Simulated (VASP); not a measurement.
# Tl (P6_3/mmc) in VASP: further runs, part 2 of 2

VASP 6.6.1. Earlier steps stand in the parts before.

## Step 3: Single point, PBE (strain +0.0600 x Voigt [0, 0, 1, 0, 0, 0])

Input file INCAR:

```
SYSTEM = Tl
PREC     = Accurate       ! precision mode
ENCUT    = 520            ! plane-wave cutoff, eV
EDIFF    = 1E-6           ! SCF threshold, eV
ISMEAR   = 0              ! smearing method
SIGMA    = 0.15           ! smearing width, eV
LREAL    = .FALSE.        ! projectors in reciprocal space
LASPH    = .TRUE.         ! aspherical terms in the spheres
NELM     = 60             ! most SCF steps
ALGO     = Fast           ! electronic algorithm
ISIF     = 2              ! what is computed and relaxed
LWAVE    = .FALSE.        ! write WAVECAR
LCHARG   = .FALSE.        ! write CHGCAR
GGA      = PE             ! functional
NBANDS   = 20             ! bands
```

Input file KPOINTS:

```
regular mesh
0
G
  18 18 10
  0 0 0
```

Input file POSCAR:

```
Tl
1.0
    3.4559983565      0.0000000000      0.0000000000
   -1.7279991783      2.9929823722      0.0000000000
    0.0000000000      0.0000000000      5.8565000000
Tl
2
Direct
    0.3333333333      0.6666666667      0.2500000000
    0.6666666667      0.3333333333      0.7500000000
```

Potentials or basis: VASP PAW PBE potentials, release 64 (Tl_d).

Launch:

```
$ cat potpaw_PBE.64/Tl_d/POTCAR > POTCAR
$ mpirun -np 1 vasp_std > vasp.out
```

OUTCAR:

```text
SYSTEM = Tl
   PREC = Accurate
   ENCUT = 520
   EDIFF = 1E-6
   ISMEAR = 0
   LREAL = .FALSE.
   LASPH = .TRUE.
   NELM = 60
   ISIF = 2
   GGA = PE

 ion  position               nearest neighbor table
   1  0.333  0.667  0.250-   2 3.54   2 3.54   2 3.54   2 3.54   2 3.54   2 3.54
   2  0.667  0.333  0.750-   1 3.54   1 3.54   1 3.54   1 3.54   1 3.54   1 3.54

  LATTYP: Found a hexagonal cell.
 ALAT       =     3.4559983565
 C/A-ratio  =     1.6945899262

  Lattice vectors:

 A1 = (   3.4559983565,   0.0000000000,   0.0000000000)
 A2 = (  -1.7279991783,   2.9929823722,   0.0000000000)
 A3 = (   0.0000000000,   0.0000000000,   5.8565000000)

Analysis of symmetry for initial positions (statically):
=====================================================================
 Subroutine PRICEL returns:
 Original cell was already a primitive cell.

 Routine SETGRP: Setting up the symmetry group for a
 hexagonal supercell.

 Subroutine GETGRP returns: Found 24 space group operations
 (whereof 12 operations were pure point group operations)
 out of a pool of 24 trial point group operations.

The static configuration has the point symmetry D_3d.
 The point group associated with its full space group is D_6h.
[... 161 lines left out ...]

  energy without entropy =       -4.42404779  energy(sigma->0) =       -4.42980373

 E-fermi :   6.0111     XC(G=0):  -9.9063

 val. band max:        5.9994010125   @ k =   0.2778   0.2778   0.1000
 cond. band min:       6.0302311528   @ k =   0.3333   0.0000   0.0000
 fundamental gap:      0.0308301403
 Fermi energy:         6.0111459095

 k-point     1 :       0.0000    0.0000    0.0000
  band No.  band energies     occupation
      1      -5.7228      2.00000
      2      -5.5913      2.00000
      3      -5.5264      2.00000
      4      -5.5264      2.00000
      5      -5.4902      2.00000
      6      -5.4902      2.00000
[... 541 lines left out ...]
     19      14.6779      0.00000
     20      15.9740      0.00000

 [... further k-points ...]

------------------------ aborting loop because EDIFF is reached ----------------------------------------

  FORCE on cell =-STRESS in cart. coord.  units (eV):
  Direction    XX          YY          ZZ          XY          YZ          ZX
  --------------------------------------------------------------------------------------
  -------------------------------------------------------------------------------------
  Total        0.5606805      0.5606805     -0.0404035     -0.0000000     -0.0000000      0.0000000
  in kB       14.8289421     14.8289421     -1.0685960     -0.0000000     -0.0000000      0.0000000
  external PRESSURE =       9.5297627 kB  Pullay stress =       0.0000000 kB

 VOLUME and BASIS-vectors are now :
 -----------------------------------------------------------------------------
  energy-cutoff  :      520.00
  volume of cell :       60.58
      direct lattice vectors                 reciprocal lattice vectors
     3.455998356  0.000000000  0.000000000     0.289351989  0.167057449  0.000000000
    -1.727999178  2.992982372  0.000000000     0.000000000  0.334114898  0.000000000
     0.000000000  0.000000000  5.856500000     0.000000000  0.000000000  0.170750448

 POSITION                                       TOTAL-FORCE (eV/Angst)
 -----------------------------------------------------------------------------------
     -0.00000      1.99532      1.46412         0.000000     -0.000000      0.000000
      1.72800      0.99766      4.39237         0.000000      0.000000      0.000000
 -----------------------------------------------------------------------------------
    total drift:                                0.000000     -0.000000      0.000000

  FREE ENERGIE OF THE ION-ELECTRON SYSTEM (eV)
  ---------------------------------------------------
  free  energy   TOTEN  =        -4.4355596673 eV

  energy  without entropy=       -4.4240477939  energy(sigma->0) =       -4.42980373
```

OSZICAR:

```text
N       E                     dE             d eps       ncg     rms          rms(c)
DAV:   1     0.130524475043E+03    0.13052E+03   -0.14037E+04  8928   0.121E+03
DAV:   2    -0.193719355733E+01   -0.13246E+03   -0.12985E+03  9712   0.273E+02
DAV:   3    -0.446569942871E+01   -0.25285E+01   -0.25166E+01 10308   0.329E+01
DAV:   4    -0.448153942400E+01   -0.15840E-01   -0.15839E-01  9572   0.281E+00
DAV:   5    -0.448177167992E+01   -0.23226E-03   -0.23225E-03  9996   0.336E-01    0.261E+00
RMM:   6    -0.444233869861E+01    0.39433E-01   -0.64721E-02  8927   0.169E+00    0.182E+00
RMM:   7    -0.443622138973E+01    0.61173E-02   -0.38120E-02  9144   0.139E+00    0.660E-01
RMM:   8    -0.443556773579E+01    0.65365E-03   -0.36446E-03  9393   0.389E-01    0.581E-02
RMM:   9    -0.443555729083E+01    0.10445E-04   -0.10794E-04  9949   0.837E-02    0.285E-02
RMM:  10    -0.443555931969E+01   -0.20289E-05   -0.15682E-05  9797   0.359E-02    0.203E-03
RMM:  11    -0.443555966726E+01   -0.34757E-06   -0.32972E-06  7060   0.137E-02
   1 F= -.44355597E+01 E0= -.44298037E+01  d E =-.115119E-01
```

It took 4.3 min on 1 thread of Intel Xeon 8259CL, shared host; peak memory 0.35 GiB.

Results:

- Free energy: -4.4356 eV
- Pressure: 1.0 GPa
- Band gap on the k mesh: zero (bands 13 and 14 overlap by 4.86 eV)

Stress tensor (GPa, compression positive):
```
 1.48  0.00  0.00
 0.00  1.48  0.00
 0.00  0.00 -0.11
```

Caveat: the cell differs from its parent crystal (strain +0.0600 x Voigt [0, 0, 1, 0, 0, 0]); spin-orbit coupling is left out, which moves the levels of the heavy elements.
